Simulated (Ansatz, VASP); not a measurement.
SiPb: VASP beside Ansatz

INCAR

```
PREC = Accurate
ENCUT = 500
EDIFF = 1E-6
ISMEAR = 0
SIGMA = 0.05
LREAL = False
LASPH = True
NELM = 120
ALGO = Normal
ISIF = 2
LWAVE = False
LCHARG = False
GGA = PS
NBANDS = 16
GGA_COMPAT = False
```

The input KPOINTS:

```
Automatic mesh
0
Gamma
  4 4 4
```

Contents of POSCAR:

```
SiPb
1.0
    3.8676694533      0.0000000000      0.0000000000
    0.0000000000      3.8676694533      0.0000000000
    0.0000000000      0.0000000000      3.8676694533
Pb Si
1 1
Direct
    0.0000000000      0.0000000000      0.0000000000
    0.5000000000      0.5000000000      0.5000000000
```

Input for Ansatz:

```yaml
crystal:
  lattice:
    - [3.8676694533, 0.0, 0.0]
    - [0.0, 3.8676694533, 0.0]
    - [0.0, 0.0, 3.8676694533]
  atoms:
    - { symbol: Pb, position: [0.0, 0.0, 0.0] }
    - { symbol: Si, position: [0.5, 0.5, 0.5] }
basis:
  ecutwfc: 420
kpoints:
  mp_grid: { grid: [4, 4, 4] }
hamiltonian:
  xc: pbesol
scf:
  occupations: { method: gaussian, width: 0.05 }
output:
  forces: true
  stress: true
  eigenvalues: true
```

Alike in both runs: task single point; functional PBEsol; k mesh 4 × 4 × 4; occupations gaussian, width 0.05 eV; no spin polarisation.

|  | VASP | Ansatz |
| --- | --- | --- |
| version | VASP 6.6.1 | Ansatz 0.2.0 |
| potentials or method | VASP PAW PBE potentials, release 64 (Pb_d, Si), cutoff 500 eV | scalar-relativistic, plane waves, PAW |
| valence electrons in the cell | 18 | 18 |

|  | VASP | Ansatz | Ansatz less VASP |
| --- | --- | --- | --- |
| gap on the k mesh at the Fermi level (eV) | none | none | - |
| pressure (GPa) | -8.6 | -8.5 | +0.05 |

VASP's potentials were made for PBE, not for PBEsol. A gap of «none» marks a metal or a gap that the smearing closes.

The k mesh is coarse, so the values compare programs but aren't converged. Spin-orbit coupling is off throughout.
